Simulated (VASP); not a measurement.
Wanted: the native input for a VASP 6.6.1 run.

```yaml
Task: single point
Functional: r2SCAN
Potentials_or_basis: VASP PAW PBE potentials, release 64 (Ga_d, N)
Cutoff: 520 eV
k_mesh: 12 × 12 × 6
Occupations: gaussian, width 0.05 eV
Spin: no spin polarisation
Dipole_correction: no
Further_INCAR_settings: ALGO = Normal; EDIFF = 1e-07; NBANDS = 26
```

Crystal: GaN.

```
Ga N
1.0
     3.32310    0.00000    0.00000
    -1.66155    2.75396    0.00000
     0.00000    0.00000    5.16600
Ga N
2 2
Direct
  0.33333 0.66667 0.00000
  0.66667 0.33333 0.50000
  0.33333 0.66667 0.37500
  0.66667 0.33333 0.87500
```

This cell differs from its parent crystal: strain +0.0450 x Voigt [1, 0, 0, 0, 0, 0].

The input as run:

POSCAR

```
GaN
1.0
    3.3230996452      0.0000000000      0.0000000000
   -1.6615498226      2.7539604900      0.0000000000
    0.0000000000      0.0000000000      5.1660000000
Ga N
2 2
Direct
    0.3333333333      0.6666666667      0.0000000000
    0.6666666667      0.3333333333      0.5000000000
    0.3333333333      0.6666666667      0.3750000000
    0.6666666667      0.3333333333      0.8750000000
```

INCAR.step1

```
SYSTEM = GaN
  PREC = Accurate
  ENCUT = 520
  ISMEAR = 0
  SIGMA = 0.05
  LREAL = .False.
  LASPH = .True.
  NELM = 100
  NBANDS = 26
  GGA = PE
  ALGO = Normal
  EDIFF = 1E-4
  LWAVE = .True.
  LCHARG = .False.
```

INCAR.step2

```
SYSTEM = GaN
  PREC = Accurate
  ENCUT = 520
  EDIFF = 1E-7
  ISMEAR = 0
  SIGMA = 0.05
  LREAL = .False.
  LASPH = .True.
  NELM = 100
  ALGO = Normal
  ISIF = 2
  LWAVE = .False.
  LCHARG = .False.
  METAGGA = R2SCAN
  LMIXTAU = .True.
  NBANDS = 26
  ISTART = 1
```

KPOINTS

```
regular mesh
0
Gamma
  12 12 6
  0 0 0
```

Potentials or basis: VASP PAW PBE potentials, release 64 (Ga_d, N).

Run with:

```bash
$ cat potpaw_PBE.64/Ga_d/POTCAR potpaw_PBE.64/N/POTCAR > POTCAR
$ cp INCAR.step1 INCAR
$ mpirun -np 1 vasp_std > vasp.out
$ cp INCAR.step2 INCAR
$ mpirun -np 1 vasp_std > vasp.out
```

It gave:

```json
{
 "Pressure": "-5.6 GPa",
 "Largest force": "0.474 eV/Å",
 "Band gap on the k mesh": "2.02 eV"
}
```

Caveat: the cell differs from its parent crystal (strain +0.0450 x Voigt [1, 0, 0, 0, 0, 0]); the cell stands under tension; the PAW data sets were made with another functional, which shifts forces and pressure a little.

It took 5.3 min on 1 thread of Intel(R) Xeon(R) 6975P-C (Granite Rapids), on a shared host, peak memory 0.3 GiB.
